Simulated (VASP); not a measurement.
# B17P16 (a cell with a defect) in VASP: single point with PBE

Aim: the single point of B17P16 (a cell with a defect) with PBE.

Everything below comes from runs of VASP 6.6.1. Logs are shortened: lines on timing, memory, paths and dates and some standing lists are left out, and cuts for length are marked.

**1. The cell of the first run**

The cell holds a defect, 33 atoms: a = 7.878 Å, b = 7.878 Å, c = 7.878 Å, α = 109.47°, β = 109.47°, γ = 109.47°.

**2. Single point, PBE, collinear spin (with an interstitial atom, then relaxed in part)**

INCAR

```
SYSTEM = B17P16
PREC     = Accurate       ! precision mode
ENCUT    = 520            ! plane-wave cutoff, eV
EDIFF    = 1E-7           ! SCF threshold, eV
ISMEAR   = 0              ! smearing method
SIGMA    = 0.01           ! smearing width, eV
LREAL    = Auto         
LASPH    = .TRUE.         ! aspherical terms in the spheres
NELM     = 150            ! most SCF steps
ALGO     = Normal         ! electronic algorithm
ISIF     = 2              ! what is computed and relaxed
LWAVE    = .FALSE.        ! write WAVECAR
LCHARG   = .FALSE.        ! write CHGCAR
ISPIN    = 2              ! spin polarisation
MAGMOM   = 0 0 0 0.091 0.091 0 0 0.091 0.091 0 0.091 0 0 0.091 0 0 0.091 0 0.091 0 0 0 0 0 0.091 0 0 0.091 0 0 0.091 0 0 ! initial moments
LORBIT   = 11             ! projections on sites
GGA      = PE             ! functional
NBANDS   = 92             ! bands
```

KPOINTS

```
Automatic mesh
0
Gamma
  2 2 2
  0.5 0.5 0.5
```

POSCAR

```
B17P16
1.0
   -4.5481928018     -4.5481928018      4.5481928018
    4.5481928018     -4.5481928018     -4.5481928018
    4.5481928018      4.5481928018      4.5481928018
B P
17 16
Direct
    0.2500000000      0.5000000000      0.2500000000
    0.0000000000      0.4915153732      0.5000000000
    0.5000000000      0.2500000000      0.2500000000
    0.2547426751      0.2547426751      0.5000000000
    0.0000000000      0.2547426751      0.7547426751
    0.7500000000      0.5000000000      0.7500000000
    0.5084846268      0.5084846268      0.0084846268
    0.0000000000      0.7452573249      0.2452573249
    0.7452573249      0.0000000000      0.2452573249
    0.4915153732      0.0000000000      0.5000000000
    0.2547426751      0.0000000000      0.7547426751
    0.0000000000      0.0000000000     -0.0084846268
    0.7500000000      0.2500000000      0.0000000000
    0.7452573249      0.7452573249      0.5000000000
    0.5000000000      0.7500000000      0.7500000000
    0.2500000000      0.7500000000      0.0000000000
    0.0000000000      0.0000000000      0.5000000000
    0.2493969274      0.7485590869      0.2485590869
    0.0000000000      0.7425506621      0.5000000000
    0.4991621595      0.4991621595      0.2506030726
    0.2514409131      0.5008378405      0.5000000000
    0.0000000000      0.5008378405      0.7514409131
    0.7485590869      0.7485590869      0.7493969274
    0.4991621595      0.7506030726     -0.0008378405
    0.0000000000      0.0000000000      0.2425506621
    0.7485590869      0.2493969274      0.2485590869
    0.5008378405      0.2514409131      0.5000000000
    0.2574493379      0.2574493379      0.7574493379
    0.0000000000      0.2514409131      0.0008378405
    0.7506030726      0.4991621595     -0.0008378405
    0.7425506621      0.0000000000      0.5000000000
    0.5008378405      0.0000000000      0.7514409131
    0.2514409131      0.0000000000      0.0008378405
```

Potentials or basis: VASP PAW PBE potentials, release 64 (B, P).

Command:

```
$ cat potpaw_PBE.64/B/POTCAR potpaw_PBE.64/P/POTCAR > POTCAR
$ mpirun -np 1 vasp_std > vasp.out
```

OUTCAR:

```text
SYSTEM = B17P16
   PREC = Accurate
   ENCUT = 520
   EDIFF = 1E-7
   ISMEAR = 0
   LREAL = Auto
   LASPH = .TRUE.
   NELM = 150
   ISIF = 2
   ISPIN = 2
   LORBIT = 11
   GGA = PE

 ion  position               nearest neighbor table
   1  0.250  0.500  0.250-  20 1.96  21 1.96  29 1.96  18 1.96
   2  0.000  0.492  0.500-  21 1.96  22 1.96  26 1.96  19 1.98
   3  0.500  0.250  0.250-  20 1.96  27 1.96  33 1.96  26 1.96
   4  0.255  0.255  0.500-  21 1.95  27 1.95  25 2.01  28 2.01
   5  0.000  0.255  0.755-  22 1.95  29 1.95  28 2.01  31 2.01
   6  0.750  0.500  0.750-  30 1.96  27 1.96  22 1.96  23 1.96
[... 10 lines left out ...]
  17  0.000  0.000  0.500-  19 2.03  25 2.03  28 2.03  31 2.03
  18  0.249  0.749  0.249-   8 1.95  10 1.96  16 1.96   1 1.96
  19  0.000  0.743  0.500-   2 1.98  11 2.01   8 2.01  14 2.01  17 2.03
  20  0.499  0.499  0.251-  14 1.95   7 1.96   1 1.96   3 1.96
  21  0.251  0.501  0.500-   4 1.95   2 1.96   1 1.96  15 1.96
  22  0.000  0.501  0.751-   5 1.95   2 1.96   6 1.96  16 1.96
  23  0.749  0.749  0.749-  14 1.95  12 1.96   6 1.96  15 1.96
  24  0.499  0.751  0.999-   9 1.95   7 1.96  15 1.96  16 1.96
  25  0.000  0.000  0.243-  12 1.98   8 2.01   9 2.01   4 2.01  17 2.03
  26  0.749  0.249  0.249-   9 1.95   2 1.96  13 1.96   3 1.96
  27  0.501  0.251  0.500-   4 1.95  10 1.96   6 1.96   3 1.96
  28  0.257  0.257  0.757-   7 1.98   5 2.01   4 2.01  11 2.01  17 2.03
  29  0.000  0.251  0.001-   5 1.95  12 1.96   1 1.96  13 1.96
  30  0.751  0.499  0.999-   8 1.95   7 1.96   6 1.96  13 1.96
  31  0.743  0.000  0.500-  10 1.98   9 2.01   5 2.01  14 2.01  17 2.03
  32  0.501  0.000  0.751-  11 1.95  10 1.96  13 1.96  15 1.96
  33  0.251  0.000  0.001-  11 1.95  12 1.96   3 1.96  16 1.96

  LATTYP: Found a body centered cubic cell.
 ALAT       =     9.0963856036

  Lattice vectors:

 A1 = (  -4.5481928018,  -4.5481928018,   4.5481928018)
 A2 = (   4.5481928018,  -4.5481928018,  -4.5481928018)
 A3 = (   4.5481928018,   4.5481928018,   4.5481928018)

Analysis of symmetry for initial positions (statically):
=====================================================================
 Subroutine PRICEL returns:
 Original cell was already a primitive cell.

 Routine SETGRP: Setting up the symmetry group for a
 body centered cubic supercell.

 Subroutine GETGRP returns: Found 24 space group operations
 (whereof  6 operations were pure point group operations)
 out of a pool of 48 trial point group operations.

The static configuration has the point symmetry C_3v.
 The point group associated with its full space group is T_d .

Analysis of symmetry for dynamics (positions and initial velocities):
=====================================================================
 Subroutine PRICEL returns:
 Original cell was already a primitive cell.

 Routine SETGRP: Setting up the symmetry group for a
 body centered cubic supercell.

 Subroutine GETGRP returns: Found 24 space group operations
 (whereof  6 operations were pure point group operations)
[... 209 lines left out ...]
 cond. band min:       9.1268811384   @ k =  -0.2500   0.2500   0.2500
 fundamental gap:      0.0622214348
 Fermi energy:         9.0669038067

 spin component 1

 k-point     1 :       0.2500    0.2500    0.2500
  band No.  band energies     occupation
      1      -7.6099      1.00000
      2      -6.8664      1.00000
      3      -6.8664      1.00000
      4      -6.8664      1.00000
      5      -4.8394      1.00000
      6      -4.6577      1.00000
[... 149 lines left out ...]
     76      11.0864      0.00000
     77      11.0864      0.00000
 Fermi energy:         9.0669038067

 spin component 2

 k-point     1 :       0.2500    0.2500    0.2500
  band No.  band energies     occupation
      1      -7.5385      1.00000
      2      -6.8312      1.00000
      3      -6.8312      1.00000
      4      -6.8312      1.00000
      5      -4.7931      1.00000
      6      -4.6080      1.00000
[... 149 lines left out ...]
     76      11.1362      0.00000
     77      11.1362      0.00000
 [bands above 77 left out]

------------------------ aborting loop because EDIFF is reached ----------------------------------------

  FORCE on cell =-STRESS in cart. coord.  units (eV):
  Direction    XX          YY          ZZ          XY          YZ          ZX
  --------------------------------------------------------------------------------------
  -------------------------------------------------------------------------------------
  Total        6.4735226      6.4735226      6.4735226      0.0000000     -0.0000000      0.0000000
  in kB       27.5597111     27.5597111     27.5597111      0.0000000     -0.0000000      0.0000000
  external PRESSURE =      27.5597111 kB  Pullay stress =       0.0000000 kB

 VOLUME and BASIS-vectors are now :
 -----------------------------------------------------------------------------
  energy-cutoff  :      520.00
  volume of cell :      376.34
      direct lattice vectors                 reciprocal lattice vectors
    -4.548192802 -4.548192802  4.548192802     0.000000000 -0.109933774  0.109933774
     4.548192802 -4.548192802 -4.548192802     0.109933774 -0.109933774  0.000000000
     4.548192802  4.548192802  4.548192802     0.109933774  0.000000000  0.109933774

 POSITION                                       TOTAL-FORCE (eV/Angst)
 -----------------------------------------------------------------------------------
      2.27410     -2.27410      0.00000         0.000000      0.000000     -0.000000
      4.50960      0.03859      0.03859        -0.003798      0.003798      0.003798
      0.00000     -2.27410      2.27410         0.000000      0.000000     -0.000000
      2.27410     -0.04314      2.27410         0.000000      0.002386     -0.000000
      4.59133      2.27410      2.27410        -0.002386      0.000000     -0.000000
      2.27410     -2.27410      4.54819         0.000000      0.000000     -0.000000
[... 25 lines left out ...]
      1.13979      1.13979      5.69561         0.003692      0.003692      0.013579
     -1.13979     -1.13979      1.14741        -0.003692     -0.003692      0.013579
 -----------------------------------------------------------------------------------
    total drift:                                0.000001     -0.000002      0.000001

  FREE ENERGIE OF THE ION-ELECTRON SYSTEM (eV)
  ---------------------------------------------------
  free  energy   TOTEN  =      -206.2909842890 eV

  energy  without entropy=     -206.2871536841  energy(sigma->0) =     -206.28906899

 total charge

# of ion       s       p       d       tot
------------------------------------------
    1        0.672   1.268   0.000   1.940
    2        0.685   1.265   0.000   1.950
    3        0.672   1.268   0.000   1.940
    4        0.673   1.233   0.000   1.906
    5        0.673   1.233   0.000   1.906
    6        0.672   1.268   0.000   1.940
[... 25 lines left out ...]
   32        0.993   1.572   0.000   2.565
   33        0.993   1.572   0.000   2.565
--------------------------------------------------
tot         27.597  45.973   0.000  73.571

 magnetization (x)

# of ion       s       p       d       tot
------------------------------------------
    1        0.004   0.002   0.000   0.006
    2        0.005   0.008   0.000   0.014
    3        0.004   0.002   0.000   0.006
    4        0.004   0.010   0.000   0.013
    5        0.004   0.010   0.000   0.013
    6        0.004   0.002   0.000   0.006
[... 25 lines left out ...]
   32        0.003   0.002   0.000   0.005
   33        0.003   0.002   0.000   0.005
--------------------------------------------------
tot          0.142   0.216   0.000   0.358
```

OSZICAR:

```text
N       E                     dE             d eps       ncg     rms          rms(c)
DAV:   1     0.412913104436E+03    0.41291E+03   -0.57826E+04   736   0.127E+03
DAV:   2    -0.178071529382E+03   -0.59098E+03   -0.55682E+03   888   0.220E+02
DAV:   3    -0.216021699339E+03   -0.37950E+02   -0.37297E+02   920   0.515E+01
DAV:   4    -0.216825864661E+03   -0.80417E+00   -0.79471E+00   920   0.800E+00
DAV:   5    -0.216848979734E+03   -0.23115E-01   -0.23064E-01   912   0.119E+00    0.293E+01
DAV:   6    -0.207711690091E+03    0.91373E+01   -0.17281E+01   820   0.955E+00    0.161E+01
DAV:   7    -0.206372099482E+03    0.13396E+01   -0.43623E+00   944   0.489E+00    0.457E+00
DAV:   8    -0.206283008939E+03    0.89091E-01   -0.41719E-01   864   0.175E+00    0.126E+00
DAV:   9    -0.206288251434E+03   -0.52425E-02   -0.22770E-02   896   0.447E-01    0.658E-01
DAV:  10    -0.206289769892E+03   -0.15185E-02   -0.22186E-03   896   0.138E-01    0.320E-01
DAV:  11    -0.206290792682E+03   -0.10228E-02   -0.12292E-03   824   0.986E-02    0.900E-02
DAV:  12    -0.206290949100E+03   -0.15642E-03   -0.24076E-04   880   0.481E-02    0.577E-02
DAV:  13    -0.206290963392E+03   -0.14293E-04   -0.29018E-05   896   0.157E-02    0.421E-02
DAV:  14    -0.206290983102E+03   -0.19710E-04   -0.25268E-05   832   0.149E-02    0.102E-02
DAV:  15    -0.206290985136E+03   -0.20342E-05   -0.57585E-06   824   0.735E-03    0.790E-03
DAV:  16    -0.206290984403E+03    0.73319E-06   -0.11390E-06   896   0.297E-03    0.426E-03
DAV:  17    -0.206290984302E+03    0.10107E-06   -0.16425E-07   528   0.118E-03    0.178E-03
DAV:  18    -0.206290984289E+03    0.12593E-07   -0.66611E-08   464   0.770E-04
   1 F= -.20629098E+03 E0= -.20628907E+03  d E =-.383060E-02  mag=     1.0000
```

stdout:

```text
POSCAR found type information on POSCAR B P
 POSCAR found :  2 types and      33 ions
 scaLAPACK will be used
 LDA part: xc-table for (Slater+PW92), standard interpolation
 POSCAR, INCAR and KPOINTS ok, starting setup
 FFT: planning ... GRIDC
 FFT: planning ... GRID_SOFT
 FFT: planning ... GRID
 WAVECAR not read
 entering main loop
```

Run time: 8.8 min. Hardware: 1 thread of Intel Xeon 8259CL, shared host; peak memory 0.63 GiB.

What came out:

| Item | Value |
| --- | --- |
| Free energy | -206.2910 eV |
| Pressure | 2.8 GPa |
| Largest force | 0.017 eV/Å |
| Band gap on the k mesh | zero (filled and empty bands touch) |
| Net moment | 1.00 μB per cell |
| Site moments | B +0.01, +0.10 (each value once); P +0.01 μB |
| Valence electrons inside the program's atomic spheres | B 1.94, 1.95, 1.91, 1.80 (each value once); P 2.56, 2.53 (each value once) |

Forces in eV/Å, atoms in the order of the input:
```
B    0.000  0.000  0.000
B   -0.004  0.004  0.004
B    0.000  0.000  0.000
B    0.000  0.002  0.000
B   -0.002  0.000  0.000
B    0.000  0.000  0.000
B    0.004 -0.004  0.004
B    0.002  0.000  0.000
B    0.000  0.000  0.002
B    0.004  0.004 -0.004
B    0.000  0.000 -0.002
B   -0.004 -0.004 -0.004
B    0.000  0.000  0.000
B    0.000 -0.002  0.000
B    0.000  0.000  0.000
B    0.000  0.000  0.000
B    0.000  0.000  0.000
P   -0.014  0.004 -0.004
P    0.010 -0.010 -0.010
P    0.004  0.014  0.004
P   -0.004 -0.014  0.004
P    0.014  0.004  0.004
P   -0.004  0.014 -0.004
P    0.004 -0.004 -0.014
P    0.010  0.010  0.010
P   -0.004  0.004 -0.014
P    0.004 -0.014 -0.004
P   -0.010  0.010 -0.010
P    0.014 -0.004 -0.004
P   -0.014 -0.004  0.004
P   -0.010 -0.010  0.010
P    0.004  0.004  0.014
P   -0.004 -0.004  0.014
```

Caveat: the k points lie up to 0.49 Å⁻¹ apart; the cell differs from its parent crystal (with an interstitial atom, then relaxed in part).

The gap in the log of VASP goes by the Fermi energy; the results here count the filled bands.